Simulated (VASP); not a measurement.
Here is a VASP 6.6.1 calculation.

Contents of INCAR:

```
SYSTEM = Cl
PREC = Accurate
ENCUT = 400
EDIFF = 1E-8
ISMEAR = -1
SIGMA = 0.02
LREAL = .FALSE.
LASPH = .TRUE.
NELM = 120
ALGO = Normal
ISIF = 2
LWAVE = .FALSE.
LCHARG = .FALSE.
GGA = PE
LEFG = .TRUE.
NBANDS = 22
GGA_COMPAT = .FALSE.
```

File KPOINTS:

```
regular mesh
0
G
  7 7 4
  0 0 0
```

POSCAR

```
Cl
1.0
    3.1200000000     -2.2400000000      0.0000000000
    3.1200000000      2.2400000000      0.0000000000
    0.0000000000      0.0000000000      8.2600000000
Cl
4
Direct
    0.1300000000      0.8700000000      0.1000000000
    0.6300000000      0.3700000000      0.4000000000
    0.8700000000      0.1300000000      0.9000000000
    0.3700000000      0.6300000000      0.6000000000
```

Potentials or basis: VASP PAW PBE potentials, release 64 (Cl).

Launch:

```console
$ cat potpaw_PBE.64/Cl/POTCAR > POTCAR
$ mpirun -np 1 vasp_std > vasp.out
```

Task: Predict the pressure.

Result: 0.1 GPa.

Task: What does it give for the largest force?

Result: 0.255 eV/Å.

Task: Estimate the band gap on the k mesh.

Result: 2.51 eV (least direct gap 2.53 eV).

Stress tensor (GPa, compression positive):
```
 1.31  0.00  0.00
 0.00 -0.05  0.00
 0.00  0.00 -0.83
```

Caveat: this functional lacks dispersion, which holds the molecules together, so the pressure and a relaxed volume are unreliable; without QUAD_EFG the Cq values of the log hold for a quadrupole moment of 1 mb, not for the nuclei; an odd mesh through Γ misses points on the zone boundary, where band edges can lie. PBE gaps usually lie below the measured ones, often by a third to a half.
